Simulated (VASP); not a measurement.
# Rb (Pm-3m) in VASP: further runs

Rb is run at these levels: LDA; tasks: single point.

All numbers are computed with VASP 6.6.1; they aren't measurements. Logs are shortened: lines on timing, memory, paths and dates and some standing lists are left out, and cuts for length are marked.

## (1) The cell of the first run

Symmetry: Pm-3m, No. 221, cubic system. The conventional cell has a = 3.789 Å, b = 3.789 Å, c = 3.789 Å, α = 90.00°, β = 90.00°, γ = 90.00°. Within 5.0 Å of Rb (site symmetry m-3m) lie 6 Rb at 3.79 Å.

This isn't the form of Rb at room conditions, which is bcc.

## (2) Single point, LDA (54.41 Å³/atom)

The input, INCAR:

```
ALGO     = Normal         # electronic algorithm
EDIFF    = 1E-6           # SCF threshold, eV
ENCUT    = 520            # plane-wave cutoff, eV
GGA      = CA             # functional
ISIF     = 2              # what is computed and relaxed
ISMEAR   = -1             # smearing method
LASPH    = T              # aspherical terms in the spheres
LCHARG   = F              # write CHGCAR
LREAL    = F              # projectors in reciprocal space
LWAVE    = F              # write WAVECAR
NBANDS   = 10             # bands
NELM     = 80             # most SCF steps
PREC     = Accurate       # precision mode
SIGMA    = 0.05           # smearing width, eV
```

The input, KPOINTS:

```
k-points
0
Gamma
  10 10 10
```

The input, POSCAR:

```
Rb
1.0
    3.7893682970      0.0000000000      0.0000000000
    0.0000000000      3.7893682970      0.0000000000
    0.0000000000      0.0000000000      3.7893682970
Rb
1
Direct
    0.0000000000      0.0000000000      0.0000000000
```

Potentials or basis: VASP PAW LDA potentials, release 64 (Rb_sv).

The run is started by

```sh
cat potpaw_LDA.64/Rb_sv/POTCAR > POTCAR
mpirun -np 1 vasp_std > vasp.out
```

OUTCAR:

```text
EDIFF = 1E-6
   ENCUT = 520
   GGA = CA
   ISIF = 2
   ISMEAR = -1
   LASPH = T
   LREAL = F
   NELM = 80
   PREC = Accurate

 ion  position               nearest neighbor table
   1  0.000  0.000  0.000-

  LATTYP: Found a simple cubic cell.
 ALAT       =     3.7893682970

  Lattice vectors:

 A1 = (   3.7893682970,   0.0000000000,   0.0000000000)
 A2 = (   0.0000000000,   3.7893682970,   0.0000000000)
 A3 = (   0.0000000000,   0.0000000000,   3.7893682970)

Analysis of symmetry for initial positions (statically):
=====================================================================
 Subroutine PRICEL returns:
 Original cell was already a primitive cell.

 Routine SETGRP: Setting up the symmetry group for a
 simple cubic supercell.

 Subroutine GETGRP returns: Found 48 space group operations
 (whereof 48 operations were pure point group operations)
 out of a pool of 48 trial point group operations.

The static configuration has the point symmetry O_h .

Analysis of symmetry for dynamics (positions and initial velocities):
=====================================================================
 Subroutine PRICEL returns:
 Original cell was already a primitive cell.

 Routine SETGRP: Setting up the symmetry group for a
 simple cubic supercell.

 Subroutine GETGRP returns: Found 48 space group operations
 (whereof 48 operations were pure point group operations)
 out of a pool of 48 trial point group operations.

The dynamic configuration has the point symmetry O_h .

 Subroutine INISYM returns: Found 48 space group operations
 (whereof 48 operations are pure point group operations),
 and found     1 'primitive' translations

----------------------------------------------------------------------------------------

                                     Primitive cell

  volume of cell :      54.4127

  direct lattice vectors                    reciprocal lattice vectors
     3.789368297  0.000000000  0.000000000     0.263896228  0.000000000  0.000000000
     0.000000000  3.789368297  0.000000000     0.000000000  0.263896228  0.000000000
     0.000000000  0.000000000  3.789368297     0.000000000  0.000000000  0.263896228

  length of vectors
     3.789368297  3.789368297  3.789368297     0.263896228  0.263896228  0.263896228

  position of ions in fractional coordinates (direct lattice)
     0.000000000  0.000000000  0.000000000

  ion indices of the primitive-cell ions
   primitive index   ion index
                 1           1

----------------------------------------------------------------------------------------

 KPOINTS: k-points

Automatic generation of k-mesh.
 Grid dimensions read from file:
 generate k-points for:   10   10   10

 Generating k-lattice:

  Cartesian coordinates                     Fractional coordinates (reciprocal lattice)
     0.026389623  0.000000000  0.000000000     0.100000000  0.000000000  0.000000000
     0.000000000  0.026389623  0.000000000     0.000000000  0.100000000  0.000000000
     0.000000000  0.000000000  0.026389623     0.000000000  0.000000000  0.100000000

  Length of vectors
     0.026389623  0.026389623  0.026389623

  Shift w.r.t. Gamma in fractional coordinates (k-lattice)
     0.000000000  0.000000000  0.000000000

 Subroutine IBZKPT returns following result:
 ===========================================

 Found     56 irreducible k-points:

 Following reciprocal coordinates:
            Coordinates               Weight
  0.000000  0.000000  0.000000      1.000000
  0.100000  0.000000  0.000000      6.000000
  0.200000  0.000000  0.000000      6.000000
  0.300000  0.000000  0.000000      6.000000
  0.400000  0.000000  0.000000      6.000000
  0.500000  0.000000  0.000000      3.000000
[... 16 lines left out ...]
  0.200000  0.100000  0.100000     24.000000
  0.300000  0.100000  0.100000     24.000000
 [... further k-points ...]
   k-points           NKPTS =     56   k-points in BZ     NKDIM =     56   number of bands    NBANDS=     10
   number of dos      NEDOS =    301   number of ions     NIONS =      1
   total plane-waves  NPLWV =  21952
   dimension x,y,z NGX =    28 NGY =   28 NGZ =   28
   dimension x,y,z NGXF=    56 NGYF=   56 NGZF=   56
   ions per type =               1
   NGX,Y,Z   is equivalent  to a cutoff of  12.28, 12.28, 12.28 a.u.
   NGXF,Y,Z  is equivalent  to a cutoff of  24.57, 24.57, 24.57 a.u.
 SYSTEM =  unknown system
   PREC   = accura    normal or accurate (medium, high low for compatibility)
   ISTART =      0    job   : 0-new  1-cont  2-samecut
   ICHARG =      2    charge: 1-file 2-atom 10-const
   ISPIN  =      1    spin polarized calculation?
   LNONCOLLINEAR =      F non collinear calculations
   LSORBIT =      F    spin-orbit coupling
   LASPH  =      T    aspherical Exc in radial PAW
   ENCUT  =  520.0 eV  38.22 Ry    6.18 a.u.   7.05  7.05  7.05*2*pi/ulx,y,z
   NELM   =     80;   NELMIN=  2; NELMDL= -5     # of ELM steps
   EDIFF  = 0.1E-05   stopping-criterion for ELM
   LREAL  =      F    real-space projection
   EDIFFG = 0.1E-04   stopping-criterion for IOM
   NSW    =      0    number of steps for IOM
   IBRION =     -1    ionic relax: 0-MD 1-quasi-New 2-CG
   NFREE  =      0    steps in history (QN), initial steepest desc. (CG)
   ISIF   =      2    stress and relaxation
   ISYM   =      2    0-nonsym 1-usesym 2-fastsym
   POTIM  = 0.5000    time-step for ionic-motion
   TEBEG  =    0.0;   TEEND  =   0.0 temperature during run
   PSTRESS=    0.0 pullay stress
   NELECT =       9.0000    total number of electrons
   NUPDOWN=      -1.0000    fix difference up-down
   EMIN   =  10.00;   EMAX   =-10.00  energy-range for DOS
   EFERMI =   0.00;   METHOD = LEGACY
   ISMEAR =    -1;   SIGMA  =   0.05  broadening in eV -4-tet -1-fermi 0-gaus
   EFERMI_NEDOS =   21; number of points for ismear=-14 and -15
   IALGO  =     38    algorithm
   IMIX   =      4    mixing-type and parameters
     AMIX     =   0.40;   BMIX     =  1.00
     AMIX_MAG =   1.60;   BMIX_MAG =  1.00
  volume/ion in A,a.u.               =      54.41       367.20
  Fermi-wavevector in a.u.,A,eV,Ry     =   0.898646  1.698196 10.987594  0.807565
  Thomas-Fermi vector in A             =   2.021382
   LORBIT       =      0    0 simple, 1 ext, 2 COOP (PROOUT), +10 PAW based schemes
   GGA     = CA    functional components
   LHFCALC =     F    Hartree Fock is set to
   AEXX    =    0.0000 exact exchange contribution
   IVDW    =     0    specifies the selected vdW correction
   LEPSILON=     F    determine dielectric tensor
   LRPA    =     F    only Hartree local field effects (RPA)
 non-spin polarized calculation
  energy-cutoff  :      520.00
  volume of cell :       54.41
 maximum number of plane-waves:      1492
   NGX = 15   NGY = 15   NGZ = 15

 number of electron       9.0000000 magnetization

 Free energy of the ion-electron system (eV)
  ---------------------------------------------------
  ext. energy  EPLUGINS =         0.00000000
  ---------------------------------------------------
  free energy    TOTEN  =        -0.77987838 eV

  energy without entropy =       -0.76930684  energy(sigma->0) =       -0.77459261

 E-fermi :   1.3041     XC(G=0):  -7.1578

 val. band max:        1.2785871470   @ k =   0.5000   0.5000   0.0000
 cond. band min:       1.3074147038   @ k =   0.5000   0.1000   0.0000
 fundamental gap:      0.0288275568
 Fermi energy:         1.3040637413

 k-point     1 :       0.0000    0.0000    0.0000
  band No.  band energies     occupation
      1     -27.7003      2.00000
      2     -11.5587      2.00000
      3     -11.5587      2.00000
      4     -11.5587      2.00000
      5      -1.3998      2.00000
      6       3.2746      0.00000
      7       3.2746      0.00000
      8       8.8644      0.00000
      9       8.8644      0.00000
     10       8.8644      0.00000

 k-point     2 :       0.1000    0.0000    0.0000
  band No.  band energies     occupation
      1     -27.6953      2.00000
      2     -11.6316      2.00000
      3     -11.5525      2.00000
      4     -11.5525      2.00000
      5      -1.2425      2.00000
      6       3.3373      0.00000
      7       3.3592      0.00000
      8       8.1656      0.00000
      9       8.1656      0.00000
     10       8.9076      0.00000

 k-point     3 :       0.2000    0.0000    0.0000
  band No.  band energies     occupation
      1     -27.6822      2.00000
      2     -11.8153      2.00000
      3     -11.5363      2.00000
      4     -11.5363      2.00000
      5      -0.8059      2.00000
      6       3.4659      0.00000
      7       3.5132      0.00000
      8       7.2943      0.00000
      9       7.2943      0.00000
     10       8.3347      0.00000

 k-point     4 :       0.3000    0.0000    0.0000
  band No.  band energies     occupation
      1     -27.6660      2.00000
      2     -12.0300      2.00000
      3     -11.5160      2.00000
      4     -11.5160      2.00000
      5      -0.1680      2.00000
      6       3.2269      0.00000
      7       3.7604      0.00000
      8       6.6060      0.00000
      9       6.6060      0.00000
     10       8.4045      0.00000
[... 222 lines left out ...]
 k-point    22 :       0.1000    0.1000    0.1000
  band No.  band energies     occupation
      1     -27.6854      2.00000
      2     -11.6309      2.00000
      3     -11.6117      2.00000
      4     -11.6117      2.00000
      5      -0.9342      2.00000
      6       3.5046      0.00000
      7       3.5046      0.00000
      8       7.1021      0.00000
      9       7.8615      0.00000
     10       7.8615      0.00000

 k-point    23 :       0.2000    0.1000    0.1000
  band No.  band energies     occupation
      1     -27.6724      2.00000
      2     -11.8002      2.00000
      3     -11.6054      2.00000
      4     -11.5945      2.00000
      5      -0.5107      2.00000
      6       3.6358      0.00000
      7       3.6758      0.00000
      8       6.4462      0.00000
      9       6.9217      0.00000
     10       7.9396      0.00000

 k-point    24 :       0.3000    0.1000    0.1000
  band No.  band energies     occupation
      1     -27.6563      2.00000
      2     -12.0115      2.00000
      3     -11.5836      2.00000
      4     -11.5730      2.00000
      5       0.1071      2.00000
      6       3.3443      0.00000
      7       3.9285      0.00000
      8       6.1420      0.00000
      9       6.2528      0.00000
     10       8.1125      0.00000

 [... further k-points ...]

------------------------ aborting loop because EDIFF is reached ----------------------------------------

  FORCE on cell =-STRESS in cart. coord.  units (eV):
  Direction    XX          YY          ZZ          XY          YZ          ZX
  --------------------------------------------------------------------------------------
  -------------------------------------------------------------------------------------
  Total        0.9312444      0.9312444      0.9312444     -0.0000000     -0.0000000      0.0000000
  in kB       27.4204019     27.4204019     27.4204019     -0.0000000     -0.0000000      0.0000000
  external PRESSURE =      27.4204019 kB  Pullay stress =       0.0000000 kB

 VOLUME and BASIS-vectors are now :
 -----------------------------------------------------------------------------
  energy-cutoff  :      520.00
  volume of cell :       54.41
      direct lattice vectors                 reciprocal lattice vectors
     3.789368297  0.000000000  0.000000000     0.263896228  0.000000000  0.000000000
     0.000000000  3.789368297  0.000000000     0.000000000  0.263896228  0.000000000
     0.000000000  0.000000000  3.789368297     0.000000000  0.000000000  0.263896228

 POSITION                                       TOTAL-FORCE (eV/Angst)
 -----------------------------------------------------------------------------------
      0.00000      0.00000      0.00000         0.000000      0.000000      0.000000
 -----------------------------------------------------------------------------------
    total drift:                               -0.000000     -0.000000     -0.000000

  FREE ENERGIE OF THE ION-ELECTRON SYSTEM (eV)
  ---------------------------------------------------
  free  energy   TOTEN  =        -0.7798783796 eV

  energy  without entropy=       -0.7693068426  energy(sigma->0) =       -0.77459261
```

Run time: 6.1 s. Hardware: 1 thread of Intel Xeon 6975P-C (Granite Rapids), shared host; peak memory 0.15 GiB.

Results:

* Free energy: -0.7799 eV
* Pressure: 2.7 GPa
* Band gap on the k mesh: zero (an odd number of electrons rules out a gap without spin polarisation)

Levels at points of the mesh, in eV from the Fermi level:
```csv
k point,band 1,band 2,band 3,band 4,band 5,band 6,band 7,band 8,band 9
"(0.00, 0.00, 0.00)",-29.00,-12.86,-12.86,-12.86,-2.70,1.97,1.97,7.56,7.56
"(0.50, 0.00, 0.00)",-28.95,-13.56,-12.80,-12.80,-0.18,0.72,2.79,4.72,4.72
"(0.50, 0.50, 0.00)",-28.90,-13.44,-13.44,-12.74,-0.03,2.16,3.59,3.59,5.44
"(0.50, 0.50, 0.50)",-28.85,-13.34,-13.34,-13.34,1.36,1.36,1.36,4.35,7.10
```

## (3) Single point, LDA (62.78 Å³/atom)

This run uses another cell than the first one, of 62.78 Å³/atom.

The input, INCAR:

```
PREC = Accurate ; ENCUT = 520
EDIFF = 1E-7 ; ISMEAR = -1
SIGMA = 0.05 ; LREAL = F
LASPH = T ; NELM = 80
ALGO = Normal ; ISIF = 2
LWAVE = F ; LCHARG = F
NBANDS = 10
```

The input, KPOINTS:

```
regular mesh
0
Gamma
  10 10 10
```

The input, POSCAR:

```
Rb
1.0
    3.9745026078      0.0000000000      0.0000000000
    0.0000000000      3.9745026078      0.0000000000
    0.0000000000      0.0000000000      3.9745026078
Rb
1
Direct
    0.0000000000      0.0000000000      0.0000000000
```

Potentials or basis: VASP PAW LDA potentials, release 64 (Rb_sv).

The run is started by

```sh
cat potpaw_LDA.64/Rb_sv/POTCAR > POTCAR
mpirun -np 1 vasp_std > vasp.out
```

Wall time 8.9 s (1 thread of Intel Xeon 6975P-C (Granite Rapids), shared host); peak memory 0.16 GiB.

The run converged. Its results:

```yaml
Free_energy: -0.8880 eV
Pressure: 1.5 GPa
Band_gap_on_the_k_mesh: zero (an odd number of electrons rules out a gap without spin polarisation)
```

Levels at points of the mesh, in eV from the Fermi level:
| k point | band 2 | band 3 | band 4 | band 5 | band 6 | band 7 |
| --- | --- | --- | --- | --- | --- | --- |
| (0.00, 0.00, 0.00) | -12.91 | -12.91 | -12.91 | -2.54 | 2.06 | 2.06 |
| (0.50, 0.00, 0.00) | -13.39 | -12.87 | -12.87 | -0.24 | 0.55 | 2.80 |
| (0.50, 0.50, 0.00) | -13.32 | -13.32 | -12.83 | 0.24 | 1.98 | 3.09 |
| (0.50, 0.50, 0.50) | -13.25 | -13.25 | -13.25 | 1.50 | 1.50 | 1.50 |

## (4) Single point, LDA (62.78 Å³/atom)

This run uses another cell than the first one, of 62.78 Å³/atom.

The input, INCAR:

```
PREC = Accurate ; ENCUT = 520
EDIFF = 1E-6 ; ISMEAR = -1
SIGMA = 0.05 ; LREAL = F
LASPH = T ; NELM = 80
ALGO = Normal ; ISIF = 2
LWAVE = F ; LCHARG = F
GGA = CA ; NBANDS = 10
```

KPOINTS is that of step 3.

POSCAR is that of step 3.

The run is started by

```sh
cat potpaw_LDA.64/Rb_sv/POTCAR > POTCAR
mpirun -np 1 vasp_std > vasp.out
```

Run time: 8.2 s. Hardware: 1 thread of Intel Xeon 6975P-C (Granite Rapids), shared host; peak memory 0.15 GiB.

The run converged. Its results:

```
Free energy            : -0.8880 eV
Pressure               : 1.5 GPa
Band gap on the k mesh : zero (an odd number of electrons rules out a gap without spin polarisation)
```

Levels at points of the mesh, in eV from the Fermi level:
| k point | band 2 | band 3 | band 4 | band 5 | band 6 | band 7 |
| --- | --- | --- | --- | --- | --- | --- |
| (0.00, 0.00, 0.00) | -12.91 | -12.91 | -12.91 | -2.54 | 2.06 | 2.06 |
| (0.50, 0.00, 0.00) | -13.39 | -12.87 | -12.87 | -0.24 | 0.55 | 2.80 |
| (0.50, 0.50, 0.00) | -13.32 | -13.32 | -12.83 | 0.24 | 1.98 | 3.09 |
| (0.50, 0.50, 0.50) | -13.25 | -13.25 | -13.25 | 1.50 | 1.50 | 1.50 |

(Part 1 of 2 ends here.)

The gap in the log of VASP goes by the Fermi energy; the results here count the filled bands.